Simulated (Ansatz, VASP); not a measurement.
# FeCo: VASP beside Ansatz

INCAR

```
SYSTEM = FeCo
ALGO = Normal
EDIFF = 1E-8
ENCUT = 520
GGA = PE
GGA_COMPAT = .False.
ISIF = 2
ISMEAR = -1
ISPIN = 2
LASPH = .True.
LCHARG = .False.
LEFG = .True.
LMAXMIX = 4
LORBIT = 11
LREAL = .False.
LWAVE = .False.
MAGMOM = 3 2
NBANDS = 20
NELM = 200
PREC = Accurate
SIGMA = 0.05
```

KPOINTS

```
k-points
0
Gamma
  11 11 11
  0 0 0
```

Contents of POSCAR:

```
FeCo
1.0
    2.8085669146      0.0000000000      0.0000000000
    0.0000000000      2.8085669146      0.0000000000
    0.0000000000      0.0000000000      2.8085669146
Fe Co
1 1
Direct
    0.5000000000      0.5000000000      0.5000000000
    0.0000000000      0.0000000000      0.0000000000
```

Input for Ansatz:

```yaml
crystal:
  lattice:
    - [2.8085669146, 0.0, 0.0]
    - [0.0, 2.8085669146, 0.0]
    - [0.0, 0.0, 2.8085669146]
  atoms:
    - { symbol: Fe, position: [0.5, 0.5, 0.5], spin: 3.0 }
    - { symbol: Co, position: [0.0, 0.0, 0.0], spin: 2.0 }
magnetization:
  spin_polarized: true
kpoints:
  mp_grid: { grid: [11, 11, 11] }
scf:
  occupations: { method: fermi_dirac, width: 0.05 }
hamiltonian:
  xc: pbe
  pseudopotentials: { kind: paw }
output:
  forces: true
  stress: true
  eigenvalues: true
  efg: { contact_densities: true }
```

Change from the starting cell: volume scaled by 0.95, PAW files.

Alike in both runs: task electric field gradients; functional PBE; k mesh 11 × 11 × 11; occupations fermi-dirac, width 0.05 eV; collinear spin.

|  | VASP | Ansatz |
| --- | --- | --- |
| version | VASP 6.6.1 | Ansatz 0.2.0 |
| potentials or method | VASP PAW PBE potentials, release 64 (Fe, Co) | PAW with Ansatz's default frozen-core files, scalar-relativistic |
| plane-wave cutoff (eV) | 520 | 420 |
| valence electrons in the cell | 17 | 33 |

|  | VASP | Ansatz | Ansatz less VASP |
| --- | --- | --- | --- |
| pressure (GPa) | 6.9 | 7.7 | +0.74 |
| net moment per atom (μB) | 2.20 | 2.21 | +0.009 |
| size of the moment on the site where the two differ most (μB) | 1.73 | 1.80 | +0.077 |

Site moments also hang on the region over which each program counts them. VASP's potentials hold 17 valence electrons a cell and Ansatz's 33, so a difference there can come from the potentials and not from the codes.
